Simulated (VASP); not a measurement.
A run of VASP 6.6.1:

INCAR

```
PREC     = Accurate       # precision mode
ENCUT    = 600            # plane-wave cutoff, eV
EDIFF    = 1E-6           # SCF threshold, eV
ISMEAR   = 0              # smearing method
SIGMA    = 0.05           # smearing width, eV
LREAL    = F              # projectors in reciprocal space
LASPH    = T              # aspherical terms in the spheres
NELM     = 150            # most SCF steps
ALGO     = Normal         # electronic algorithm
ISIF     = 4              # what is computed and relaxed
LWAVE    = F              # write WAVECAR
LCHARG   = F              # write CHGCAR
ISPIN    = 2              # spin polarisation
MAGMOM   = 7.51 0         # initial moments
LORBIT   = 11             # projections on sites
LMAXMIX  = 6              # l up to which the mixer works
GGA      = PS             # functional
IBRION   = 2              # ionic algorithm
NSW      = 60             # ionic steps
EDIFFG   = -0.01          # ionic threshold
```

The input KPOINTS:

```
regular mesh
0
Gamma
  10 10 10
```

File POSCAR:

```
GdN
1.0
    3.3060474373      0.0000000000      0.0000000000
   -1.6530237187      2.8631210669      0.0000000000
    0.0000000000      0.0000000000      3.0112450738
Gd N
1 1
Direct
    0.0000000000      0.0000000000      0.0000000000
    0.6666666667      0.3333333333      0.5000000000
```

Potentials or basis: VASP PAW PBE potentials, release 64 (Gd, N).

The run is started by

```bash
$ cat potpaw_PBE.64/Gd/POTCAR potpaw_PBE.64/N/POTCAR > POTCAR
$ mpirun -np 1 vasp_std > vasp.out
```

Hardware: 1 thread of Intel(R) Xeon(R) 6975P-C (Granite Rapids), with other jobs on the host.

Q: How long does it take, and how much memory?

A: Run time: 4.8 min on 1 thread of Intel(R) Xeon(R) 6975P-C (Granite Rapids) (shared host), peak memory 0.27 GiB. Counts: scf iterations 56, k points 84, ion steps 3.
